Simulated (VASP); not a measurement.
# Ta2NbO2 (I4/mmm) in VASP: a series of runs

Ta2NbO2 is run at these levels: PBE; tasks: single point.

Everything below comes from runs of VASP 6.6.1. Logs are shortened: lines on timing, memory, paths and dates and some standing lists are left out, and cuts for length are marked.

## (1) The cell of the first run

Symmetry: I4/mmm, No. 139, tetragonal system. The conventional cell has a = 3.678 Å, b = 3.678 Å, c = 9.432 Å, α = 90.00°, β = 90.00°, γ = 90.00°. Within 2.7 Å of Ta (site symmetry 4mm) lie 1 Ta at 2.02 Å and 4 O at 2.28 Å. Nb (site symmetry 4/mmm) has 8 Ta at 2.79 Å and 8 O at 2.99 Å and 4 Nb at 3.68 Å within 3.7 Å. Within 3.0 Å of O (site symmetry -4m2) lie 4 Ta at 2.28 Å and 4 O at 2.60 Å and 4 Nb at 2.99 Å.

## (2) Single point, PBE

INCAR reads:

```
SYSTEM = Ta2NbO2
PREC     = Accurate       ! precision mode
ENCUT    = 520            ! plane-wave cutoff, eV
EDIFF    = 1E-6           ! SCF threshold, eV
ISMEAR   = 0              ! smearing method
SIGMA    = 0.1            ! smearing width, eV
LREAL    = .FALSE.        ! projectors in reciprocal space
LASPH    = .TRUE.         ! aspherical terms in the spheres
NELM     = 60             ! most SCF steps
ALGO     = Normal         ! electronic algorithm
ISIF     = 2              ! what is computed and relaxed
LWAVE    = .FALSE.        ! write WAVECAR
LCHARG   = .FALSE.        ! write CHGCAR
GGA      = PE             ! functional
NBANDS   = 32             ! bands
```

KPOINTS reads:

```
regular mesh
0
G
  6 6 6
  0 0 0
```

POSCAR reads:

```
Ta2NbO2
1.0
   -1.8388673300      1.8388673300      4.7160805000
    1.8388673300     -1.8388673300      4.7160805000
    1.8388673300      1.8388673300     -4.7160805000
Ta Nb O
2 1 2
Direct
    0.6071023900      0.6071023900      0.0000000000
    0.3928976100      0.3928976100      0.0000000000
    0.0000000000      0.0000000000      0.0000000000
    0.7500000000      0.2500000000      0.5000000000
    0.2500000000      0.7500000000      0.5000000000
```

Potentials or basis: VASP PAW PBE potentials, release 64 (Ta_pv, Nb_sv, O).

On the command line:

```console
$ cat potpaw_PBE.64/Ta_pv/POTCAR potpaw_PBE.64/Nb_sv/POTCAR potpaw_PBE.64/O/POTCAR > POTCAR
$ mpirun -np 1 vasp_std > vasp.out
```

OUTCAR:

```text
SYSTEM = Ta2NbO2
   PREC = Accurate
   ENCUT = 520
   EDIFF = 1E-6
   ISMEAR = 0
   LREAL = .FALSE.
   LASPH = .TRUE.
   NELM = 60
   ISIF = 2
   GGA = PE

 ion  position               nearest neighbor table
   1  0.607  0.607  0.000-   2 2.02   4 2.28   5 2.28   4 2.28   5 2.28   3 2.79   3 2.79   3 2.79
                             3 2.79
   2  0.393  0.393  0.000-   1 2.02   4 2.28   5 2.28   5 2.28   4 2.28   3 2.79   3 2.79   3 2.79
                             3 2.79
   3  0.000  0.000  0.000-   1 2.79   2 2.79   1 2.79   2 2.79   1 2.79   2 2.79   2 2.79   1 2.79

   4  0.750  0.250  0.500-   1 2.28   2 2.28   2 2.28   1 2.28
   5  0.250  0.750  0.500-   1 2.28   2 2.28   2 2.28   1 2.28

  LATTYP: Found a body centered tetragonal cell.
 ALAT       =     3.6777346600
 C/A-ratio  =     2.5646659893

  Lattice vectors:

 A1 = (  -1.8388673300,   1.8388673300,   4.7160805000)
 A2 = (   1.8388673300,  -1.8388673300,   4.7160805000)
 A3 = (   1.8388673300,   1.8388673300,  -4.7160805000)

Analysis of symmetry for initial positions (statically):
=====================================================================
 Subroutine PRICEL returns:
 Original cell was already a primitive cell.

 Routine SETGRP: Setting up the symmetry group for a
 body centered tetragonal supercell.

 Subroutine GETGRP returns: Found 16 space group operations
 (whereof 16 operations were pure point group operations)
 out of a pool of 16 trial point group operations.

The static configuration has the point symmetry D_4h.

Analysis of symmetry for dynamics (positions and initial velocities):
=====================================================================
 Subroutine PRICEL returns:
 Original cell was already a primitive cell.

 Routine SETGRP: Setting up the symmetry group for a
 body centered tetragonal supercell.

 Subroutine GETGRP returns: Found 16 space group operations
 (whereof 16 operations were pure point group operations)
 out of a pool of 16 trial point group operations.

The dynamic configuration has the point symmetry D_4h.

 Subroutine INISYM returns: Found 16 space group operations
 (whereof 16 operations are pure point group operations),
 and found     1 'primitive' translations

----------------------------------------------------------------------------------------

                                     Primitive cell

  volume of cell :      63.7884

  direct lattice vectors                    reciprocal lattice vectors
    -1.838867330  1.838867330  4.716080500     0.000000000  0.271906511  0.106020243
     1.838867330 -1.838867330  4.716080500     0.271906511  0.000000000  0.106020243
     1.838867330  1.838867330 -4.716080500     0.271906511  0.271906511  0.000000000

  length of vectors
     5.385562310  5.385562310  5.385562310     0.291844895  0.291844895  0.384533876

  position of ions in fractional coordinates (direct lattice)
     0.607102390  0.607102390  0.000000000
     0.392897610  0.392897610  0.000000000
     0.000000000  0.000000000  0.000000000
     0.750000000  0.250000000  0.500000000
     0.250000000  0.750000000  0.500000000

  ion indices of the primitive-cell ions
   primitive index   ion index
                 1           1
                 2           2
                 3           3
                 4           4
                 5           5

----------------------------------------------------------------------------------------

 KPOINTS: regular mesh

Automatic generation of k-mesh.
 Grid dimensions read from file:
 generate k-points for:    6    6    6

 Generating k-lattice:

  Cartesian coordinates                     Fractional coordinates (reciprocal lattice)
     0.000000000  0.045317752  0.017670040     0.166666667 -0.000000000  0.000000000
     0.045317752  0.000000000  0.017670040    -0.000000000  0.166666667  0.000000000
     0.045317752  0.045317752  0.000000000     0.000000000  0.000000000  0.166666667

  Length of vectors
     0.048640816  0.048640816  0.064088979

  Shift w.r.t. Gamma in fractional coordinates (k-lattice)
     0.000000000  0.000000000  0.000000000

 Subroutine IBZKPT returns following result:
 ===========================================

 Found     30 irreducible k-points:

 Following reciprocal coordinates:
            Coordinates               Weight
  0.000000  0.000000  0.000000      1.000000
  0.166667  0.000000  0.000000      8.000000
  0.333333  0.000000 -0.000000      8.000000
  0.500000  0.000000  0.000000      4.000000
  0.166667  0.166667  0.000000      8.000000
  0.333333  0.166667 -0.000000     16.000000
[... 16 lines left out ...]
 -0.333333 -0.333333  0.166667      8.000000
 -0.166667 -0.333333  0.166667      8.000000
 [... further k-points ...]
   k-points           NKPTS =     30   k-points in BZ     NKDIM =     30   number of bands    NBANDS=     32
   number of dos      NEDOS =    301   number of ions     NIONS =      5
   total plane-waves  NPLWV =  64000
   dimension x,y,z NGX =    40 NGY =   40 NGZ =   40
   dimension x,y,z NGXF=    80 NGYF=   80 NGZF=   80
   ions per type =               2   1   2
   NGX,Y,Z   is equivalent  to a cutoff of  12.35, 12.35, 12.35 a.u.
   NGXF,Y,Z  is equivalent  to a cutoff of  24.70, 24.70, 24.70 a.u.
 SYSTEM =  Ta2NbO2
   PREC   = accura    normal or accurate (medium, high low for compatibility)
   ISTART =      0    job   : 0-new  1-cont  2-samecut
   ICHARG =      2    charge: 1-file 2-atom 10-const
   ISPIN  =      1    spin polarized calculation?
   LNONCOLLINEAR =      F non collinear calculations
   LSORBIT =      F    spin-orbit coupling
   LASPH  =      T    aspherical Exc in radial PAW
   ENCUT  =  520.0 eV  38.22 Ry    6.18 a.u.  10.01 10.01 10.01*2*pi/ulx,y,z
   NELM   =     60;   NELMIN=  2; NELMDL= -5     # of ELM steps
   EDIFF  = 0.1E-05   stopping-criterion for ELM
   LREAL  =      F    real-space projection
[... 7 lines left out ...]
   TEBEG  =    0.0;   TEEND  =   0.0 temperature during run
   PSTRESS=    0.0 pullay stress
   NELECT =      47.0000    total number of electrons
   NUPDOWN=      -1.0000    fix difference up-down
   EMIN   =  10.00;   EMAX   =-10.00  energy-range for DOS
   EFERMI =   0.00;   METHOD = LEGACY
   ISMEAR =     0;   SIGMA  =   0.10  broadening in eV -4-tet -1-fermi 0-gaus
   EFERMI_NEDOS =   21; number of points for ismear=-14 and -15
   IALGO  =     38    algorithm
   IMIX   =      4    mixing-type and parameters
     AMIX     =   0.40;   BMIX     =  1.00
     AMIX_MAG =   1.60;   BMIX_MAG =  1.00
  volume/ion in A,a.u.               =      12.76        86.09
  Fermi-wavevector in a.u.,A,eV,Ry     =   1.478632  2.794209 29.747135  2.186353
  Thomas-Fermi vector in A             =   2.592889
   LORBIT       =      0    0 simple, 1 ext, 2 COOP (PROOUT), +10 PAW based schemes
   GGA     = PE    functional components
   LHFCALC =     F    Hartree Fock is set to
   AEXX    =    0.0000 exact exchange contribution
   IVDW    =     0    specifies the selected vdW correction
   LEPSILON=     F    determine dielectric tensor
   LRPA    =     F    only Hartree local field effects (RPA)
 non-spin polarized calculation
 Gauss-broadening in eV      SIGMA  =   0.10
  energy-cutoff  :      520.00
  volume of cell :       63.79
 maximum number of plane-waves:      1738
   NGX = 19   NGY = 19   NGZ = 19

 number of electron      47.0000002 magnetization

 Free energy of the ion-electron system (eV)
  ---------------------------------------------------
  ext. energy  EPLUGINS =         0.00000000
  ---------------------------------------------------
  free energy    TOTEN  =       -42.25763812 eV

  energy without entropy =      -42.23716674  energy(sigma->0) =      -42.24740243

 E-fermi :   8.0234     XC(G=0): -12.6818

 val. band max:        8.0221531407   @ k =   0.1667   0.1667   0.0000
 cond. band min:       8.0255531053   @ k =  -0.1667   0.1667   0.1667
 fundamental gap:      0.0033999646
 Fermi energy:         8.0234078070

 k-point     1 :       0.0000    0.0000    0.0000
  band No.  band energies     occupation
      1     -46.6470      2.00000
      2     -29.2345      2.00000
      3     -26.6261      2.00000
      4     -26.6261      2.00000
      5     -25.6805      2.00000
      6     -25.6805      2.00000
[... 24 lines left out ...]
     31      13.8536      0.00000
     32      14.1043      0.00000

 k-point     2 :       0.1667    0.0000    0.0000
  band No.  band energies     occupation
      1     -46.6463      2.00000
      2     -29.2284      2.00000
      3     -26.6330      2.00000
      4     -26.6123      2.00000
      5     -25.7112      2.00000
      6     -25.6754      2.00000
[... 24 lines left out ...]
     31      13.0463      0.00000
     32      13.2732      0.00000

 k-point     3 :       0.3333    0.0000   -0.0000
  band No.  band energies     occupation
      1     -46.6450      2.00000
      2     -29.2159      2.00000
      3     -26.6477      2.00000
      4     -26.5840      2.00000
      5     -25.7712      2.00000
      6     -25.6652      2.00000
[... 24 lines left out ...]
     31      13.1959      0.00000
     32      13.3969      0.00000

 k-point     4 :       0.5000    0.0000    0.0000
  band No.  band energies     occupation
      1     -46.6444      2.00000
      2     -29.2094      2.00000
      3     -26.6555      2.00000
      4     -26.5696      2.00000
      5     -25.8006      2.00000
      6     -25.6601      2.00000
[... 24 lines left out ...]
     31      13.6150      0.00000
     32      14.2574      0.00000

 k-point     5 :       0.1667    0.1667    0.0000
  band No.  band energies     occupation
      1     -46.6454      2.00000
      2     -29.2166      2.00000
      3     -26.6636      2.00000
      4     -26.6014      2.00000
      5     -25.7063      2.00000
      6     -25.6966      2.00000
[... 584 lines left out ...]
     31      12.7729      0.00000
     32      14.1527      0.00000

 k-point    22 :      -0.1667    0.5000    0.1667
  band No.  band energies     occupation
      1     -46.6450      2.00000
      2     -29.2006      2.00000
      3     -26.6539      2.00000
      4     -26.5897      2.00000
      5     -25.7656      2.00000
      6     -25.6586      2.00000
[... 24 lines left out ...]
     31      13.1475      0.00000
     32      13.2860      0.00000

 k-point    23 :      -0.3333   -0.3333    0.1667
  band No.  band energies     occupation
      1     -46.6454      2.00000
      2     -29.1939      2.00000
      3     -26.6787      2.00000
      4     -26.6032      2.00000
      5     -25.7056      2.00000
      6     -25.6784      2.00000
[... 24 lines left out ...]
     31      12.9128      0.00000
     32      13.2376      0.00000

 k-point    24 :      -0.1667   -0.3333    0.1667
  band No.  band energies     occupation
      1     -46.6463      2.00000
      2     -29.2058      2.00000
      3     -26.6419      2.00000
      4     -26.6207      2.00000
      5     -25.7014      2.00000
      6     -25.6654      2.00000
[... 24 lines left out ...]
     31      13.1798      0.00000
     32      13.3648      0.00000

 [... further k-points ...]
[... 5 lines left out ...]
  --------------------------------------------------------------------------------------
  -------------------------------------------------------------------------------------
  Total        6.1278231      6.1278231     29.9275319      0.0000000     -0.0000000      0.0000000
  in kB      153.9128229    153.9128229    751.6912416      0.0000000     -0.0000000      0.0000000
  external PRESSURE =     353.1722958 kB  Pullay stress =       0.0000000 kB

 VOLUME and BASIS-vectors are now :
 -----------------------------------------------------------------------------
  energy-cutoff  :      520.00
  volume of cell :       63.79
      direct lattice vectors                 reciprocal lattice vectors
    -1.838867330  1.838867330  4.716080500     0.000000000  0.271906511  0.106020243
     1.838867330 -1.838867330  4.716080500     0.271906511  0.000000000  0.106020243
     1.838867330  1.838867330 -4.716080500     0.271906511  0.271906511  0.000000000

 POSITION                                       TOTAL-FORCE (eV/Angst)
 -----------------------------------------------------------------------------------
      0.00000      0.00000      5.72629        -0.000000     -0.000000     17.001770
      0.00000      0.00000      3.70587         0.000000      0.000000    -17.001770
      0.00000      0.00000      0.00000         0.000000      0.000000      0.000000
      0.00000      1.83887      2.35804         0.000000      0.000000      0.000000
      1.83887      0.00000      2.35804         0.000000      0.000000      0.000000
 -----------------------------------------------------------------------------------
    total drift:                               -0.000000     -0.000000      0.000000

  FREE ENERGIE OF THE ION-ELECTRON SYSTEM (eV)
  ---------------------------------------------------
  free  energy   TOTEN  =       -42.2576381161 eV

  energy  without entropy=      -42.2371667396  energy(sigma->0) =      -42.24740243
```

It took 2.3 min on 1 thread of AMD EPYC 7R43 (Zen 3), shared host; peak memory 0.22 GiB.

Results:

```yaml
Free_energy: -42.2576 eV
Pressure: 35.3 GPa
Largest_force: 17.002 eV/Å
```

Forces in eV/Å, atoms in the order of the input:
```
Ta    0.000   0.000  17.002
Ta    0.000   0.000 -17.002
Nb    0.000   0.000   0.000
O     0.000   0.000   0.000
O     0.000   0.000   0.000
```

Caveat: the k points lie up to 0.40 Å⁻¹ apart; spin-orbit coupling is left out, which moves the levels of the heavy elements; an odd number of electrons without spin polarisation forces a metal; a magnetic or distorted state may lie lower.

(Part 1 of 2 ends here.)
